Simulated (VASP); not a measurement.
# SnCl3 (Pm-3m) in VASP: notebook

SnCl3 is run at these levels: PBE; tasks: single point.

All numbers are computed with VASP 6.6.1; they aren't measurements. Logs are shortened: lines on timing, memory, paths and dates and some standing lists are left out, and cuts for length are marked.

## (1) The cell of the first run

It takes space group Pm-3m (No. 221, cubic). Conventional cell: a = 5.060 Å, b = 5.060 Å, c = 5.060 Å, α = 90.00°, β = 90.00°, γ = 90.00°. Within 3.3 Å of Sn (site symmetry m-3m) lie 6 Cl at 2.53 Å. Within 3.3 Å of Cl (site symmetry 4/mmm) lie 2 Sn at 2.53 Å.

## (2) Single point, PBE (32.38 Å³/atom)

INCAR reads:

```
SYSTEM = SnCl3
ALGO = Normal ; EDIFF = 1E-6
ENCUT = 520 ; GGA = PE
ISIF = 2 ; ISMEAR = 0
LASPH = .TRUE. ; LCHARG = .FALSE.
LREAL = .FALSE. ; LWAVE = .FALSE.
NBANDS = 26 ; NELM = 80
PREC = Accurate ; SIGMA = 0.1
```

KPOINTS reads:

```
k-points
0
G
  10 10 10
  0 0 0
```

POSCAR reads:

```
SnCl3
1.0
    5.0597536910      0.0000000000      0.0000000000
    0.0000000000      5.0597536910      0.0000000000
    0.0000000000      0.0000000000      5.0597536910
Sn Cl
1 3
Direct
    0.5000000000      0.5000000000      0.5000000000
    0.0000000000      0.5000000000      0.5000000000
    0.5000000000      0.0000000000      0.5000000000
    0.5000000000      0.5000000000      0.0000000000
```

Potentials or basis: VASP PAW PBE potentials, release 64 (Sn_d, Cl).

Command:

```console
$ cat potpaw_PBE.64/Sn_d/POTCAR potpaw_PBE.64/Cl/POTCAR > POTCAR
$ mpirun -np 1 vasp_std > vasp.out
```

OUTCAR:

```text
SYSTEM = SnCl3
   EDIFF = 1E-6
   ENCUT = 520
   GGA = PE
   ISIF = 2
   ISMEAR = 0
   LASPH = .TRUE.
   LREAL = .FALSE.
   NELM = 80
   PREC = Accurate

 ion  position               nearest neighbor table
   1  0.500  0.500  0.500-   2 2.53   3 2.53   4 2.53   4 2.53   3 2.53   2 2.53
   2  0.000  0.500  0.500-   1 2.53   1 2.53
   3  0.500  0.000  0.500-   1 2.53   1 2.53
   4  0.500  0.500  0.000-   1 2.53   1 2.53

  LATTYP: Found a simple cubic cell.
 ALAT       =     5.0597536910

  Lattice vectors:

 A1 = (   5.0597536910,   0.0000000000,   0.0000000000)
 A2 = (   0.0000000000,   5.0597536910,   0.0000000000)
 A3 = (   0.0000000000,   0.0000000000,   5.0597536910)

Analysis of symmetry for initial positions (statically):
=====================================================================
 Subroutine PRICEL returns:
 Original cell was already a primitive cell.

 Routine SETGRP: Setting up the symmetry group for a
 simple cubic supercell.

 Subroutine GETGRP returns: Found 48 space group operations
 (whereof 48 operations were pure point group operations)
 out of a pool of 48 trial point group operations.

The static configuration has the point symmetry O_h .

Analysis of symmetry for dynamics (positions and initial velocities):
=====================================================================
 Subroutine PRICEL returns:
 Original cell was already a primitive cell.

 Routine SETGRP: Setting up the symmetry group for a
 simple cubic supercell.

 Subroutine GETGRP returns: Found 48 space group operations
 (whereof 48 operations were pure point group operations)
 out of a pool of 48 trial point group operations.

The dynamic configuration has the point symmetry O_h .

 Subroutine INISYM returns: Found 48 space group operations
 (whereof 48 operations are pure point group operations),
 and found     1 'primitive' translations

----------------------------------------------------------------------------------------

                                     Primitive cell

  volume of cell :     129.5353

  direct lattice vectors                    reciprocal lattice vectors
     5.059753691  0.000000000  0.000000000     0.197638079  0.000000000  0.000000000
     0.000000000  5.059753691  0.000000000     0.000000000  0.197638079  0.000000000
     0.000000000  0.000000000  5.059753691     0.000000000  0.000000000  0.197638079

  length of vectors
     5.059753691  5.059753691  5.059753691     0.197638079  0.197638079  0.197638079

  position of ions in fractional coordinates (direct lattice)
     0.500000000  0.500000000  0.500000000
     0.000000000  0.500000000  0.500000000
     0.500000000  0.000000000  0.500000000
     0.500000000  0.500000000  0.000000000

  ion indices of the primitive-cell ions
   primitive index   ion index
                 1           1
                 2           2
                 3           3
                 4           4

----------------------------------------------------------------------------------------

 KPOINTS: k-points

Automatic generation of k-mesh.
 Grid dimensions read from file:
 generate k-points for:   10   10   10

 Generating k-lattice:

  Cartesian coordinates                     Fractional coordinates (reciprocal lattice)
     0.019763808  0.000000000  0.000000000     0.100000000  0.000000000  0.000000000
     0.000000000  0.019763808  0.000000000     0.000000000  0.100000000  0.000000000
     0.000000000  0.000000000  0.019763808     0.000000000  0.000000000  0.100000000

  Length of vectors
     0.019763808  0.019763808  0.019763808

  Shift w.r.t. Gamma in fractional coordinates (k-lattice)
     0.000000000  0.000000000  0.000000000

 Subroutine IBZKPT returns following result:
 ===========================================

 Found     56 irreducible k-points:

 Following reciprocal coordinates:
            Coordinates               Weight
  0.000000  0.000000  0.000000      1.000000
  0.100000  0.000000  0.000000      6.000000
  0.200000  0.000000  0.000000      6.000000
  0.300000  0.000000  0.000000      6.000000
  0.400000  0.000000  0.000000      6.000000
  0.500000  0.000000  0.000000      3.000000
[... 16 lines left out ...]
  0.200000  0.100000  0.100000     24.000000
  0.300000  0.100000  0.100000     24.000000
 [... further k-points ...]
   k-points           NKPTS =     56   k-points in BZ     NKDIM =     56   number of bands    NBANDS=     26
   number of dos      NEDOS =    301   number of ions     NIONS =      4
   total plane-waves  NPLWV =  64000
   dimension x,y,z NGX =    40 NGY =   40 NGZ =   40
   dimension x,y,z NGXF=    80 NGYF=   80 NGZF=   80
   ions per type =               1   3
   NGX,Y,Z   is equivalent  to a cutoff of  13.14, 13.14, 13.14 a.u.
   NGXF,Y,Z  is equivalent  to a cutoff of  26.29, 26.29, 26.29 a.u.
 SYSTEM =  SnCl3
   PREC   = accura    normal or accurate (medium, high low for compatibility)
   ISTART =      0    job   : 0-new  1-cont  2-samecut
   ICHARG =      2    charge: 1-file 2-atom 10-const
   ISPIN  =      1    spin polarized calculation?
   LNONCOLLINEAR =      F non collinear calculations
   LSORBIT =      F    spin-orbit coupling
   LASPH  =      T    aspherical Exc in radial PAW
   ENCUT  =  520.0 eV  38.22 Ry    6.18 a.u.   9.41  9.41  9.41*2*pi/ulx,y,z
   NELM   =     80;   NELMIN=  2; NELMDL= -5     # of ELM steps
   EDIFF  = 0.1E-05   stopping-criterion for ELM
   LREAL  =      F    real-space projection
   EDIFFG = 0.1E-04   stopping-criterion for IOM
   NSW    =      0    number of steps for IOM
   IBRION =     -1    ionic relax: 0-MD 1-quasi-New 2-CG
   NFREE  =      0    steps in history (QN), initial steepest desc. (CG)
   ISIF   =      2    stress and relaxation
   ISYM   =      2    0-nonsym 1-usesym 2-fastsym
   POTIM  = 0.5000    time-step for ionic-motion
   TEBEG  =    0.0;   TEEND  =   0.0 temperature during run
   PSTRESS=    0.0 pullay stress
   NELECT =      35.0000    total number of electrons
   NUPDOWN=      -1.0000    fix difference up-down
   EMIN   =  10.00;   EMAX   =-10.00  energy-range for DOS
   EFERMI =   0.00;   METHOD = LEGACY
   ISMEAR =     0;   SIGMA  =   0.10  broadening in eV -4-tet -1-fermi 0-gaus
   EFERMI_NEDOS =   21; number of points for ismear=-14 and -15
   IALGO  =     38    algorithm
   IMIX   =      4    mixing-type and parameters
     AMIX     =   0.40;   BMIX     =  1.00
     AMIX_MAG =   1.60;   BMIX_MAG =  1.00
  volume/ion in A,a.u.               =      32.38       218.54
  Fermi-wavevector in a.u.,A,eV,Ry     =   1.058363  2.000017 15.240335  1.120133
  Thomas-Fermi vector in A             =   2.193670
   LORBIT       =      0    0 simple, 1 ext, 2 COOP (PROOUT), +10 PAW based schemes
   GGA     = PE    functional components
   LHFCALC =     F    Hartree Fock is set to
   AEXX    =    0.0000 exact exchange contribution
   IVDW    =     0    specifies the selected vdW correction
   LEPSILON=     F    determine dielectric tensor
   LRPA    =     F    only Hartree local field effects (RPA)
 non-spin polarized calculation
 Gauss-broadening in eV      SIGMA  =   0.10
  energy-cutoff  :      520.00
  volume of cell :      129.54
 maximum number of plane-waves:      3532
 NGX is ok and might be reduce to    40
   NGX = 19   NGY = 19   NGZ = 19

 number of electron      35.0000021 magnetization

 Free energy of the ion-electron system (eV)
  ---------------------------------------------------
  ext. energy  EPLUGINS =         0.00000000
  ---------------------------------------------------
  free energy    TOTEN  =       -12.56779839 eV

  energy without entropy =      -12.56486666  energy(sigma->0) =      -12.56633252

 E-fermi :   1.0300     XC(G=0):  -7.4069

 val. band max:        1.0213336397   @ k =   0.5000   0.1000   0.1000
 cond. band min:       1.0625155853   @ k =   0.3000   0.3000   0.3000
 fundamental gap:      0.0411819457
 Fermi energy:         1.0300399844

 k-point     1 :       0.0000    0.0000    0.0000
  band No.  band energies     occupation
      1     -20.8551      2.00000
      2     -20.8551      2.00000
      3     -20.7035      2.00000
      4     -20.7035      2.00000
      5     -20.7035      2.00000
      6     -14.8512      2.00000
[... 18 lines left out ...]
     25       9.5686      0.00000
     26       9.5686      0.00000

 k-point     2 :       0.1000    0.0000    0.0000
  band No.  band energies     occupation
      1     -20.8551      2.00000
      2     -20.8519      2.00000
      3     -20.7036      2.00000
      4     -20.7036      2.00000
      5     -20.7035      2.00000
      6     -14.8290      2.00000
[... 18 lines left out ...]
     25       9.2585      0.00000
     26       9.6026      0.00000

 k-point     3 :       0.2000    0.0000    0.0000
  band No.  band energies     occupation
      1     -20.8551      2.00000
      2     -20.8433      2.00000
      3     -20.7039      2.00000
      4     -20.7039      2.00000
      5     -20.7035      2.00000
      6     -14.7636      2.00000
[... 18 lines left out ...]
     25       9.5871      0.00000
     26       9.6714      0.00000

 k-point     4 :       0.3000    0.0000    0.0000
  band No.  band energies     occupation
      1     -20.8551      2.00000
      2     -20.8328      2.00000
      3     -20.7042      2.00000
      4     -20.7042      2.00000
      5     -20.7035      2.00000
      6     -14.6611      2.00000
[... 18 lines left out ...]
     25       9.7094      0.00000
     26       9.7098      0.00000

 k-point     5 :       0.4000    0.0000    0.0000
  band No.  band energies     occupation
      1     -20.8550      2.00000
      2     -20.8241      2.00000
      3     -20.7045      2.00000
      4     -20.7045      2.00000
      5     -20.7035      2.00000
      6     -14.5413      2.00000
[... 18 lines left out ...]
     25       9.6982      0.00000
     26       9.6982      0.00000

 k-point     6 :       0.5000    0.0000    0.0000
  band No.  band energies     occupation
      1     -20.8550      2.00000
      2     -20.8208      2.00000
      3     -20.7047      2.00000
      4     -20.7047      2.00000
      5     -20.7035      2.00000
      6     -14.4735      2.00000
[... 427 lines left out ...]
 k-point    21 :       0.5000    0.5000    0.0000
  band No.  band energies     occupation
      1     -20.8382      2.00000
      2     -20.8026      2.00000
      3     -20.7058      2.00000
      4     -20.7046      2.00000
      5     -20.7046      2.00000
      6     -14.0249      2.00000
[... 18 lines left out ...]
     25       9.5855      0.00000
     26      10.6015      0.00000

 k-point    22 :       0.1000    0.1000    0.1000
  band No.  band energies     occupation
      1     -20.8502      2.00000
      2     -20.8502      2.00000
      3     -20.7037      2.00000
      4     -20.7037      2.00000
      5     -20.7037      2.00000
      6     -14.7853      2.00000
[... 18 lines left out ...]
     25       9.3261      0.00000
     26       9.3262      0.00000

 k-point    23 :       0.2000    0.1000    0.1000
  band No.  band energies     occupation
      1     -20.8502      2.00000
      2     -20.8417      2.00000
      3     -20.7040      2.00000
      4     -20.7040      2.00000
      5     -20.7037      2.00000
      6     -14.7214      2.00000
[... 18 lines left out ...]
     25       9.3477      0.00000
     26       9.6327      0.00000

 k-point    24 :       0.3000    0.1000    0.1000
  band No.  band energies     occupation
      1     -20.8502      2.00000
      2     -20.8310      2.00000
      3     -20.7044      2.00000
      4     -20.7044      2.00000
      5     -20.7037      2.00000
      6     -14.6211      2.00000
[... 18 lines left out ...]
     25       9.6232      0.00000
     26       9.6697      0.00000

 [... further k-points ...]

------------------------ aborting loop because EDIFF is reached ----------------------------------------

  FORCE on cell =-STRESS in cart. coord.  units (eV):
  Direction    XX          YY          ZZ          XY          YZ          ZX
  --------------------------------------------------------------------------------------
  -------------------------------------------------------------------------------------
  Total        3.0522486      3.0522486      3.0522486      0.0000000      0.0000000     -0.0000000
  in kB       37.7522082     37.7522082     37.7522082      0.0000000      0.0000000     -0.0000000
  external PRESSURE =      37.7522082 kB  Pullay stress =       0.0000000 kB

 VOLUME and BASIS-vectors are now :
 -----------------------------------------------------------------------------
  energy-cutoff  :      520.00
  volume of cell :      129.54
      direct lattice vectors                 reciprocal lattice vectors
     5.059753691  0.000000000  0.000000000     0.197638079  0.000000000  0.000000000
     0.000000000  5.059753691  0.000000000     0.000000000  0.197638079  0.000000000
     0.000000000  0.000000000  5.059753691     0.000000000  0.000000000  0.197638079

 POSITION                                       TOTAL-FORCE (eV/Angst)
 -----------------------------------------------------------------------------------
      2.52988      2.52988      2.52988         0.000000      0.000000      0.000000
      0.00000      2.52988      2.52988         0.000000      0.000000      0.000000
      2.52988      0.00000      2.52988         0.000000      0.000000      0.000000
      2.52988      2.52988      0.00000         0.000000      0.000000      0.000000
 -----------------------------------------------------------------------------------
    total drift:                               -0.000000      0.000000     -0.000000

  FREE ENERGIE OF THE ION-ELECTRON SYSTEM (eV)
  ---------------------------------------------------
  free  energy   TOTEN  =       -12.5677983874 eV

  energy  without entropy=      -12.5648666606  energy(sigma->0) =      -12.56633252
```

Run time: 4.3 min. Hardware: 1 thread of Intel Xeon 8259CL, shared host; peak memory 0.34 GiB.

Results:

```
Free energy            : -12.5678 eV
Pressure               : 3.8 GPa
Band gap on the k mesh : zero (an odd number of electrons rules out a gap without spin polarisation)
```

Caveat: the cell stands under pressure; spin-orbit coupling is left out, which moves the levels of the heavy elements; an odd number of electrons without spin polarisation forces a metal; a magnetic or distorted state may lie lower.

(Continued in part 2 of 2.)

The gap in the log of VASP goes by the Fermi energy; the results here count the filled bands.